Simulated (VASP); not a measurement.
# Pd16Cl in VASP: a series of runs

Runs on Pd16Cl. Level: PBEsol. Tasks: single point.

Program: VASP 6.6.1. These are calculated values, not measurements. Logs are shortened: lines on timing, memory, paths and dates and some standing lists are left out, and cuts for length are marked.

### Step 1. The cell of the first run

The cell holds a slab with vacuum, 17 atoms: a = 7.780 Å, b = 5.501 Å, c = 15.126 Å, α = 90.00°, β = 90.00°, γ = 90.00°.

### Step 2. Single point, PBEsol

Input file INCAR:

```
SYSTEM = Pd16Cl
PREC     = Accurate       ! precision mode
ENCUT    = 520            ! plane-wave cutoff, eV
EDIFF    = 1E-6           ! SCF threshold, eV
ISMEAR   = -1             ! smearing method
SIGMA    = 0.05           ! smearing width, eV
LREAL    = Auto         
LASPH    = .TRUE.         ! aspherical terms in the spheres
NELM     = 100            ! most SCF steps
ALGO     = Normal         ! electronic algorithm
ISIF     = 2              ! what is computed and relaxed
LWAVE    = .FALSE.        ! write WAVECAR
LCHARG   = .TRUE.         ! write CHGCAR
GGA      = PS             ! functional
LELF     = .TRUE.         ! ELF
LVHAR    = .TRUE.       
NBANDS   = 98             ! bands
```

Input file KPOINTS:

```
regular mesh
0
G
  2 3 1
  0 0 0
```

Input file POSCAR:

```
Pd16Cl
1.0
    7.7800000000      0.0000000000      0.0000000000
    0.0000000000      5.5012910000      0.0000000000
    0.0000000000      0.0000000000     15.1259680000
Pd Cl
16 1
Direct
    0.2500000000      0.2499958646      0.0661114713
    0.7500000000      0.2499958646      0.0661114713
    0.2500000000      0.7500057714      0.0661114713
    0.7500000000      0.7500057714      0.0661114713
   -0.0072879177     -0.0171777861      0.1273901941
    0.5107326478     -0.0617854973      0.1501127068
   -0.0182519280      0.4875582840      0.1450485681
    0.5141002571      0.4863403881      0.1527637768
    0.1907197943      0.1889192919      0.2185446908
    0.7724807198      0.1582537626      0.2299753642
    0.2234961440      0.7096334297      0.2324942113
    0.7785218509      0.6788951902      0.2352444485
    0.0121208226     -0.1279517844      0.3162045563
    0.4866838046     -0.2164582822      0.3287855693
    0.0070565553      0.3690406488      0.3330299258
    0.4900642674      0.3054555740      0.3123105906
    0.2633676093      0.1426028908      0.4120000783
```

Potentials or basis: VASP PAW PBE potentials, release 64 (Pd, Cl).

The run is started by

```sh
$ cat potpaw_PBE.64/Pd/POTCAR potpaw_PBE.64/Cl/POTCAR > POTCAR
$ mpirun -np 1 vasp_std > vasp.out
```

OUTCAR:

```text
SYSTEM = Pd16Cl
   PREC = Accurate
   ENCUT = 520
   EDIFF = 1E-6
   ISMEAR = -1
   LREAL = Auto
   LASPH = .TRUE.
   NELM = 100
   ISIF = 2
   GGA = PS

 ion  position               nearest neighbor table
   1  0.250  0.250  0.066-   9 2.38   5 2.65   7 2.74   3 2.75   3 2.75   8 2.76   6 2.94
   2  0.750  0.250  0.066-   7 2.53  10 2.54   5 2.57   8 2.60   4 2.75   4 2.75   6 2.83
   3  0.250  0.750  0.066-  11 2.53   5 2.55   6 2.61   1 2.75   1 2.75   7 2.80   8 2.84   9 3.37

   4  0.750  0.750  0.066-   5 2.46   6 2.48  12 2.60   7 2.60   8 2.68   2 2.75   2 2.75  10 3.35

   5  0.993  0.983  0.127-   9 2.36   4 2.46  10 2.50   3 2.55   2 2.57   1 2.65   7 2.74   7 2.79
                            11 2.83  12 2.87  13 2.92
   6  0.511  0.938  0.150-   4 2.48   8 2.49   3 2.61  10 2.66   2 2.83  12 2.83  14 2.84  11 2.85
                             1 2.94   8 3.02   9 3.03  16 3.18
   7  0.982  0.488  0.145-  12 2.34   2 2.53   9 2.56   4 2.60  11 2.60   1 2.74   5 2.74  10 2.75
                             5 2.79   3 2.80  15 2.92  13 3.35
   8  0.514  0.486  0.153-   6 2.49   2 2.60  16 2.62  12 2.63   4 2.68   1 2.76   3 2.84  11 2.84
                            10 2.94   6 3.02  14 3.13   9 3.16
   9  0.191  0.189  0.219-   5 2.36   1 2.38  15 2.45   7 2.56  11 2.66  13 2.67  16 2.80  11 2.88
                            17 2.99   6 3.03   8 3.16  10 3.26   3 3.37
  10  0.772  0.158  0.230-   5 2.50   2 2.54  12 2.64  16 2.65   6 2.66  15 2.67   7 2.75  13 2.77
                            12 2.87   8 2.94   9 3.26   4 3.35  14 3.38
  11  0.223  0.710  0.232-  13 2.26   3 2.53  14 2.55   7 2.60   9 2.66   5 2.83   8 2.84   6 2.85
                             9 2.88  15 2.94  16 3.27
  12  0.779  0.679  0.235-   7 2.34  13 2.44   4 2.60   8 2.63  10 2.64  14 2.74   6 2.83  10 2.87
                             5 2.87  15 2.87  16 3.26
  13  0.012  0.872  0.316-  11 2.26  12 2.44   9 2.67  15 2.75  10 2.77  15 2.78  17 2.85   5 2.92
                             7 3.35
  14  0.487  0.784  0.329-  11 2.55  16 2.64  12 2.74   6 2.84  16 2.88  17 2.92   8 3.13  10 3.38

  15  0.007  0.369  0.333-   9 2.45  17 2.64  10 2.67  13 2.75  13 2.78  12 2.87   7 2.92  11 2.94

  16  0.490  0.305  0.312-  17 2.49   8 2.62  14 2.64  10 2.65   9 2.80  14 2.88   6 3.18  12 3.26
                            11 3.27
  17  0.263  0.143  0.412-  16 2.49  15 2.64  13 2.85  14 2.92   9 2.99

  LATTYP: Found a simple orthorhombic cell.
 ALAT       =     5.5012910000
 B/A-ratio  =     1.4142135001
 C/A-ratio  =     2.7495306102

  Lattice vectors:

 A1 = (   0.0000000000,  -5.5012910000,   0.0000000000)
 A2 = (   7.7800000000,   0.0000000000,   0.0000000000)
 A3 = (   0.0000000000,   0.0000000000,  15.1259680000)

Analysis of symmetry for initial positions (statically):
=====================================================================
 Subroutine PRICEL returns:
 Original cell was already a primitive cell.

 Routine SETGRP: Setting up the symmetry group for a
 simple orthorhombic supercell.

 Subroutine GETGRP returns: Found  1 space group operations
 (whereof  1 operations were pure point group operations)
 out of a pool of  8 trial point group operations.

The static configuration has the point symmetry C_1 .

Analysis of symmetry for dynamics (positions and initial velocities):
=====================================================================
 Subroutine PRICEL returns:
 Original cell was already a primitive cell.

 Routine SETGRP: Setting up the symmetry group for a
 simple orthorhombic supercell.

 Subroutine GETGRP returns: Found  1 space group operations
 (whereof  1 operations were pure point group operations)
 out of a pool of  8 trial point group operations.

The dynamic configuration has the point symmetry C_1 .

 Subroutine INISYM returns: Found  1 space group operations
 (whereof  1 operations are pure point group operations),
 and found     1 'primitive' translations

----------------------------------------------------------------------------------------

                                     Primitive cell

  volume of cell :     647.3921

  direct lattice vectors                    reciprocal lattice vectors
     7.780000000  0.000000000  0.000000000     0.128534704  0.000000000  0.000000000
     0.000000000  5.501291000  0.000000000     0.000000000  0.181775514  0.000000000
     0.000000000  0.000000000 15.125968000     0.000000000  0.000000000  0.066111471

  length of vectors
     7.780000000  5.501291000 15.125968000     0.128534704  0.181775514  0.066111471

  position of ions in fractional coordinates (direct lattice)
     0.250000000  0.249995865  0.066111471
     0.750000000  0.249995865  0.066111471
     0.250000000  0.750005771  0.066111471
     0.750000000  0.750005771  0.066111471
     0.992712082  0.982822214  0.127390194
     0.510732648  0.938214503  0.150112707
[... 9 lines left out ...]
     0.490064267  0.305455574  0.312310591
     0.263367609  0.142602891  0.412000078

  ion indices of the primitive-cell ions
   primitive index   ion index
                 1           1
                 2           2
                 3           3
                 4           4
                 5           5
                 6           6
[... 9 lines left out ...]
                16          16
                17          17

----------------------------------------------------------------------------------------

 KPOINTS: regular mesh

Automatic generation of k-mesh.
 Grid dimensions read from file:
 generate k-points for:    2    3    1

 Generating k-lattice:

  Cartesian coordinates                     Fractional coordinates (reciprocal lattice)
     0.064267352  0.000000000  0.000000000     0.500000000  0.000000000  0.000000000
     0.000000000  0.060591838  0.000000000     0.000000000  0.333333333  0.000000000
     0.000000000  0.000000000  0.066111471     0.000000000  0.000000000  1.000000000

  Length of vectors
     0.064267352  0.060591838  0.066111471

  Shift w.r.t. Gamma in fractional coordinates (k-lattice)
     0.000000000  0.000000000  0.000000000

 Subroutine IBZKPT returns following result:
 ===========================================

 Found      4 irreducible k-points:

 Following reciprocal coordinates:
            Coordinates               Weight
  0.000000  0.000000  0.000000      1.000000
  0.500000  0.000000  0.000000      1.000000
  0.000000  0.333333  0.000000      2.000000
  0.500000  0.333333  0.000000      2.000000
   k-points           NKPTS =      4   k-points in BZ     NKDIM =      4   number of bands    NBANDS=     98
   number of dos      NEDOS =    301   number of ions     NIONS =     17
   total plane-waves  NPLWV = 282240
   dimension x,y,z NGX =    60 NGY =   42 NGZ =  112
   dimension x,y,z NGXF=   120 NGYF=   84 NGZF=  224
   ions per type =              16   1
   NGX,Y,Z   is equivalent  to a cutoff of  12.82, 12.69, 12.31 a.u.
   NGXF,Y,Z  is equivalent  to a cutoff of  25.64, 25.38, 24.62 a.u.
 SYSTEM =  Pd16Cl
   PREC   = accura    normal or accurate (medium, high low for compatibility)
   ISTART =      0    job   : 0-new  1-cont  2-samecut
   ICHARG =      2    charge: 1-file 2-atom 10-const
   ISPIN  =      1    spin polarized calculation?
   LNONCOLLINEAR =      F non collinear calculations
   LSORBIT =      F    spin-orbit coupling
   LASPH  =      T    aspherical Exc in radial PAW
   ENCUT  =  520.0 eV  38.22 Ry    6.18 a.u.  14.47 10.23 28.12*2*pi/ulx,y,z
   NELM   =    100;   NELMIN=  2; NELMDL= -5     # of ELM steps
   EDIFF  = 0.1E-05   stopping-criterion for ELM
   LREAL  =      T    real-space projection
   EDIFFG = 0.1E-04   stopping-criterion for IOM
   NSW    =      0    number of steps for IOM
   IBRION =     -1    ionic relax: 0-MD 1-quasi-New 2-CG
   NFREE  =      0    steps in history (QN), initial steepest desc. (CG)
   ISIF   =      2    stress and relaxation
   ISYM   =      2    0-nonsym 1-usesym 2-fastsym
   POTIM  = 0.5000    time-step for ionic-motion
   TEBEG  =    0.0;   TEEND  =   0.0 temperature during run
   PSTRESS=    0.0 pullay stress
   NELECT =     167.0000    total number of electrons
   NUPDOWN=      -1.0000    fix difference up-down
   EMIN   =  10.00;   EMAX   =-10.00  energy-range for DOS
   EFERMI =   0.00;   METHOD = LEGACY
   ISMEAR =    -1;   SIGMA  =   0.05  broadening in eV -4-tet -1-fermi 0-gaus
   EFERMI_NEDOS =   21; number of points for ismear=-14 and -15
   IALGO  =     38    algorithm
   IMIX   =      4    mixing-type and parameters
     AMIX     =   0.40;   BMIX     =  1.00
     AMIX_MAG =   1.60;   BMIX_MAG =  1.00
  volume/ion in A,a.u.               =      38.08       256.99
  Fermi-wavevector in a.u.,A,eV,Ry     =   1.042136  1.969352 14.776581  1.086048
  Thomas-Fermi vector in A             =   2.176788
   LORBIT       =      0    0 simple, 1 ext, 2 COOP (PROOUT), +10 PAW based schemes
   GGA     = PS    functional components
   LHFCALC =     F    Hartree Fock is set to
   AEXX    =    0.0000 exact exchange contribution
   IVDW    =     0    specifies the selected vdW correction
   LEPSILON=     F    determine dielectric tensor
   LRPA    =     F    only Hartree local field effects (RPA)
 non-spin polarized calculation
  energy-cutoff  :      520.00
  volume of cell :      647.39
 maximum number of plane-waves:     17456
 NGX is ok and might be reduce to    60
   NGX = 29   NGY = 21   NGZ = 57

 number of electron     167.0000023 magnetization

 Free energy of the ion-electron system (eV)
  ---------------------------------------------------
  ext. energy  EPLUGINS =         0.00000000
  ---------------------------------------------------
  free energy    TOTEN  =       -85.07552295 eV

  energy without entropy =      -84.82898995  energy(sigma->0) =      -84.95225645

 E-fermi :   0.5920     XC(G=0):  -6.2346

 val. band max:        0.5877717843   @ k =   0.0000   0.0000   0.0000
 cond. band min:       0.6053164891   @ k =   0.5000   0.3333   0.0000
 fundamental gap:      0.0175447049
 Fermi energy:         0.5919802765

 k-point     1 :       0.0000    0.0000    0.0000
  band No.  band energies     occupation
      1     -14.8438      2.00000
      2      -5.9049      2.00000
      3      -5.0410      2.00000
      4      -4.9267      2.00000
      5      -4.8751      2.00000
      6      -4.7294      2.00000
[... 381 lines left out ...]
     94       3.5445      0.00000
     95       3.9791      0.00000
 [bands above 95 left out]

------------------------ aborting loop because EDIFF is reached ----------------------------------------

  FORCE on cell =-STRESS in cart. coord.  units (eV):
  Direction    XX          YY          ZZ          XY          YZ          ZX
  --------------------------------------------------------------------------------------
  -------------------------------------------------------------------------------------
  Total        9.2239165     -0.1568815     18.7084139     -1.8626701      6.3135019     -3.8968796
  in kB       22.8275106     -0.3882530     46.2999113     -4.6097688     15.6247654     -9.6440660
  external PRESSURE =      22.9130563 kB  Pullay stress =       0.0000000 kB

 VOLUME and BASIS-vectors are now :
 -----------------------------------------------------------------------------
  energy-cutoff  :      520.00
  volume of cell :      647.39
      direct lattice vectors                 reciprocal lattice vectors
     7.780000000  0.000000000  0.000000000     0.128534704  0.000000000  0.000000000
     0.000000000  5.501291000  0.000000000     0.000000000  0.181775514  0.000000000
     0.000000000  0.000000000 15.125968000     0.000000000  0.000000000  0.066111471

 POSITION                                       TOTAL-FORCE (eV/Angst)
 -----------------------------------------------------------------------------------
      1.94500      1.37530      1.00000         0.920200      0.388326     -1.373582
      5.83500      1.37530      1.00000        -0.884752      0.014197     -1.423186
      1.94500      4.12600      1.00000         0.425316     -0.500104     -0.731257
      5.83500      4.12600      1.00000        -0.261088     -0.569670     -1.684882
      7.72330      5.40679      1.92690        -0.528572     -0.948545     -1.078127
      3.97350      5.16139      2.27060        -0.998614      2.363644      0.739213
[... 9 lines left out ...]
      3.81270      1.68040      4.72400        -0.570096     -0.538723      0.095234
      2.04900      0.78450      6.23190         0.039776      0.085527     -0.469088
 -----------------------------------------------------------------------------------
    total drift:                                0.011359     -0.005208      0.006185

  FREE ENERGIE OF THE ION-ELECTRON SYSTEM (eV)
  ---------------------------------------------------
  free  energy   TOTEN  =       -85.0755229471 eV

  energy  without entropy=      -84.8289899484  energy(sigma->0) =      -84.95225645
```

Wall time 11 min (1 thread of Intel Xeon Platinum 8559C (Emerald Rapids), shared host); peak memory 0.66 GiB.

Results:

| Property | Result |
| --- | --- |
| Free energy | -85.0755 eV |
| Largest force | 4.039 eV/Å |
| Band gap on the k mesh | zero (an odd number of electrons rules out a gap without spin polarisation) |

Forces in eV/Å, atoms in the order of the input:
```
Pd   0.920  0.388 -1.374
Pd  -0.885  0.014 -1.423
Pd   0.425 -0.500 -0.731
Pd  -0.261 -0.570 -1.685
Pd  -0.529 -0.949 -1.078
Pd  -0.999  2.364  0.739
Pd   2.058 -0.722 -1.705
Pd  -0.971 -1.449 -0.015
Pd   3.332  0.663  2.185
Pd  -0.856  0.646  1.724
Pd   2.703 -2.163 -1.598
Pd  -2.419 -0.186  2.067
Pd  -1.865  1.669  2.970
Pd   0.298  0.655 -0.301
Pd  -0.422  0.593  0.599
Pd  -0.570 -0.539  0.095
Cl   0.040  0.086 -0.469
```

Caveat: the k points lie up to 0.40 Å⁻¹ apart, too coarse for converged energies and pressures of a metal; the atoms stand as in a frame of molecular dynamics; there is no dipole correction, which matters where the two faces differ; the PAW data sets were made with another functional, which shifts forces and pressure a little.

### Step 3. Single point, PBEsol

Input file INCAR:

```
ALGO = Normal ; EDIFF = 1E-7
ENCUT = 520 ; GGA = PS
ISIF = 2 ; ISMEAR = -1
LASPH = T ; LCHARG = T
LELF = T ; LREAL = Auto
LVHAR = T ; LWAVE = F
NBANDS = 98 ; NELM = 60
PREC = Accurate ; SIGMA = 0.05
```

Input file KPOINTS:

```
k-points
0
Gamma
  2 3 1
```

Input file POSCAR:

```
Pd16Cl
1.0
    7.7800000000      0.0000000000      0.0000000000
    0.0000000000      5.5012910000      0.0000000000
    0.0000000000      0.0000000000     15.1259680000
Pd Cl
16 1
Direct
    0.2500000000      0.2499958646      0.0661114713
    0.7500000000      0.2499958646      0.0661114713
    0.2500000000      0.7500057714      0.0661114713
    0.7500000000      0.7500057714      0.0661114713
   -0.0002699229     -0.0285569333      0.1320113860
    0.4977892031     -0.0433898152      0.1530216116
   -0.0043701799      0.4737069899      0.1389795351
    0.4912210797      0.4567836895      0.1491144236
    0.2163881748      0.1793033672      0.2352907265
    0.7743059126      0.1429846194      0.2372277926
    0.2191002571      0.7058888541      0.2355221167
    0.7634318766      0.6738054758      0.2332677155
   -0.0175192802     -0.0970317695      0.3261344993
    0.4970822622     -0.1894464408      0.3273509504
   -0.0108226221      0.3965069290      0.3359189971
    0.4998071979      0.3174527579      0.3238205978
    0.2071979434      0.1428937317      0.4093291748
```

Potentials or basis: VASP PAW PBE potentials, release 64 (Pd, Cl).

The run is started by

```sh
$ cat potpaw_PBE.64/Pd/POTCAR potpaw_PBE.64/Cl/POTCAR > POTCAR
$ mpirun -np 1 vasp_std > vasp.out
```

It took 9.3 min on 1 thread of Intel Xeon Platinum 8488C (Sapphire Rapids), shared host; peak memory 0.66 GiB.

The run converged. Its results:

| Quantity | Value |
| --- | --- |
| Free energy | -87.0793 eV |
| Largest force | 2.137 eV/Å |
| Band gap on the k mesh | zero (an odd number of electrons rules out a gap without spin polarisation) |

Forces on the atoms (eV/Å):
```
Pd   0.139 -0.392 -0.440
Pd  -0.699 -0.284 -0.214
Pd   0.570 -0.512 -0.758
Pd  -0.718 -0.419 -0.742
Pd  -0.208  0.269 -0.082
Pd  -0.028  0.524  0.236
Pd   0.260 -0.078  0.134
Pd   0.481  0.496  0.653
Pd   1.291  0.684  0.210
Pd  -1.509  1.512 -0.038
Pd   0.964 -1.322  0.310
Pd  -0.631 -1.193  0.820
Pd   0.402 -0.397  1.210
Pd   0.011  0.318 -0.376
Pd  -0.165  0.676 -0.195
Pd  -0.062  0.014 -0.456
Cl  -0.097  0.106 -0.272
```

Levels at points of the mesh, in eV from the Fermi level:
| k point | band 80 | band 81 | band 82 | band 83 | band 84 | band 85 | band 86 | band 87 |
| --- | --- | --- | --- | --- | --- | --- | --- | --- |
| (0.00, 0.00, 0.00) | -0.09 | 0.03 | 0.05 | 0.08 | 0.10 | 0.11 | 0.16 | 0.22 |
| (0.50, 0.00, 0.00) | -0.08 | -0.06 | -0.03 | 0.02 | 0.09 | 0.11 | 0.18 | 0.36 |

Caveat: the k points lie up to 0.40 Å⁻¹ apart, too coarse for converged energies and pressures of a metal; there is no dipole correction, which matters where the two faces differ; the PAW data sets were made with another functional, which shifts forces and pressure a little.

[end of part 1 of 2]

The gap in the log of VASP goes by the Fermi energy; the results here count the filled bands.